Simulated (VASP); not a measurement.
# CoSi: relaxation of cell and atoms with PBE+D3(BJ)

The system is CoSi.

```
Co Si
1.0
     4.43085    0.00000    0.00000
     0.00000    4.43085    0.00000
     0.00000    0.00000    4.43085
Co Si
4 4
Cartesian
  0.6426 0.6426 0.6426
  1.5729 3.7883 2.8580
  2.8580 1.5729 3.7883
  3.7883 2.8580 1.5729
  3.7359 3.7359 3.7359
  2.9104 0.6949 1.5205
  1.5205 2.9104 0.6949
  0.6949 1.5205 2.9104
```

```
Program                : VASP 6.6.1
Task                   : relaxation of cell and atoms
Functional             : PBE
Dispersion             : D3(BJ)
Potentials or basis    : VASP PAW PBE potentials, release 64 (Co, Si)
Cutoff                 : 600 eV
k mesh                 : 8 × 8 × 8
Occupations            : gaussian, width 0.1 eV
Spin                   : no spin polarisation
Dipole correction      : no
Further INCAR settings : ALGO = Normal; EDIFF = 1e-06; IBRION = 2; EDIFFG = -0.005; NSW = 70; ISIF = 3
```

| Property | Result |
| --- | --- |
| Relaxed volume | 10.51 Å³/atom |
| Relaxed cell | a = 4.381 Å, b = 4.381 Å, c = 4.381 Å, α = 90.00°, β = 90.00°, γ = 90.00° |
| Space group after relaxing (to 0.1 Å) | P2_13 (No. 198) |
| Energy gained by relaxing | 9.2 meV/atom |
| Ionic steps | 8 |
| Pressure after relaxing | -0.1 GPa |
| Largest force after relaxing | 0.005 eV/Å |
| Band gap on the k mesh | zero (bands 26 and 27 overlap by 0.22 eV) |
| Dispersion energy per atom | -0.510 eV |

Forces on the atoms (eV/Å):
```
Co   0.002  0.002  0.002
Co  -0.002 -0.002  0.002
Co   0.002 -0.002 -0.002
Co  -0.002  0.002 -0.002
Si  -0.003 -0.003 -0.003
Si   0.003  0.003 -0.003
Si  -0.003  0.003  0.003
Si   0.003 -0.003  0.003
```

The path:
```tsv
step	energy change (eV)	largest force (eV/Å)	pressure (GPa)	volume (Å³)
1	0.0000	0.0048	-7.67	86.99
2	0.0490	0.1862	11.47	80.60
3	-0.0716	0.0755	-0.07	84.12
4	-0.0716	0.0771	0.08	84.07
5	-0.0727	0.0490	0.13	84.04
6	-0.0731	0.0283	0.16	83.99
7	-0.0732	0.0165	0.08	84.00
8	-0.0732	0.0048	-0.06	84.07
```

Final structure:
```
CELL_PARAMETERS angstrom
4.38076 0.00000 0.00000
0.00000 4.38076 0.00000
0.00000 0.00000 4.38076
ATOMIC_POSITIONS crystal
Co 0.14611 0.14611 0.14611
Co 0.35389 0.85389 0.64611
Co 0.64611 0.35389 0.85389
Co 0.85389 0.64611 0.35389
Si 0.84369 0.84369 0.84369
Si 0.65631 0.15631 0.34369
Si 0.34369 0.65631 0.15631
Si 0.15631 0.34369 0.65631
```

Levels at points of the mesh, in eV from the Fermi level:
```csv
k point,band 22,band 23,band 24,band 25,band 26,band 27,band 28,band 29,band 30,band 31
"(0.00, 0.00, 0.00)",-0.97,-0.83,-0.83,-0.02,-0.02,-0.02,2.64,2.64,2.64,2.99
"(0.50, 0.00, 0.00)",-1.10,-0.69,-0.69,-0.52,-0.52,1.03,1.03,1.59,1.59,4.39
"(0.50, 0.50, 0.00)",-1.56,-1.06,-1.06,-0.05,-0.05,0.61,0.61,2.12,2.12,2.61
"(0.50, 0.50, 0.50)",-1.30,-1.30,-1.30,-0.24,-0.24,-0.24,-0.24,5.63,5.63,5.63
```

It took 6.8 min on 1 thread of Intel(R) Xeon(R) Platinum 8559C (Emerald Rapids) (shared host), peak memory 0.3 GiB.

Spin polarisation is off, so any magnetic state and its effect on volume and gap are missing.
